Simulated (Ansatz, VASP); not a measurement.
# PbSe: VASP beside Ansatz

File INCAR:

```
  PREC = Accurate
  ENCUT = 520
  EDIFF = 1E-7
  ISMEAR = -1
  SIGMA = 0.01
  LREAL = False
  LASPH = True
  NELM = 80
  ALGO = Normal
  ISIF = 2
  LWAVE = False
  LCHARG = False
  GGA = PS
  NBANDS = 17
```

File KPOINTS:

```
Automatic mesh
0
Gamma
  9 9 9
```

File POSCAR:

```
PbSe
1.0
   -0.0918645000      3.0162177500      3.0162177500
    3.0162177500     -0.0918645000      3.0162177500
    3.0162177500      3.0162177500     -0.0918645000
Pb Se
1 1
Direct
    0.0000000000      0.0000000000      0.0000000000
    0.5000000000      0.5000000000      0.5000000000
```

Input for Ansatz:

```yaml
crystal:
  lattice:
    - [-0.0918645, 3.01621775, 3.01621775]
    - [3.01621775, -0.0918645, 3.01621775]
    - [3.01621775, 3.01621775, -0.0918645]
  atoms:
    - { symbol: Pb, position: [0.0, 0.0, 0.0] }
    - { symbol: Se, position: [0.5, 0.5, 0.5] }
kpoints:
  mp_grid: { grid: [9, 9, 9] }
  band_path:
    path:
      - [0.0, 0.0, 0.0]
      - [0.5, 0.5, 0.5]
      - [0.2579113083, 0.5, 0.7420886917]
      - [-0.2579113083, 0.2579113083, 0.5]
      - [0.0, 0.0, 0.5]
      - [0.0, 0.0, 0.0]
      - [-0.3789556542, 0.0, 0.3789556542]
      - [0.0, 0.3789556542, 0.6210443458]
      - [0.0, 0.5, 0.5]
    npoints: 5
scf:
  occupations: { method: fermi_dirac, width: 0.01 }
hamiltonian:
  xc: pbesol
  pseudopotentials: { kind: all_electron, lapw: { basis_error: 0.00025 } }
output:
  forces: true
  stress: true
  eigenvalues: true
```

Change from the starting cell: equal xy, yz and zx shear strains of -3 %.

Alike in both runs: task single point; functional PBEsol; k mesh 9 × 9 × 9; occupations fermi-dirac, width 0.01 eV; no spin polarisation.

|  | VASP | Ansatz |
| --- | --- | --- |
| version | VASP 6.6.1 | Ansatz 0.2.0 |
| potentials or method | VASP PAW PBE potentials, release 64 (Pb_d, Se), cutoff 520 eV | all-electron LAPW, scalar-relativistic |

```tsv
	VASP	Ansatz	Ansatz less VASP
gap on the k mesh at the Fermi level (eV)	0.38	0.38	-0.001
pressure (GPa)	-0.6	-0.6	0.00
traceless stress, the component that is largest in VASP (GPa)	0.50	0.50	-0.001
```

VASP's potentials were made for PBE, not for PBEsol. Ansatz ran all-electron here, and VASP with PAW potentials.

Spin-orbit coupling is off throughout.
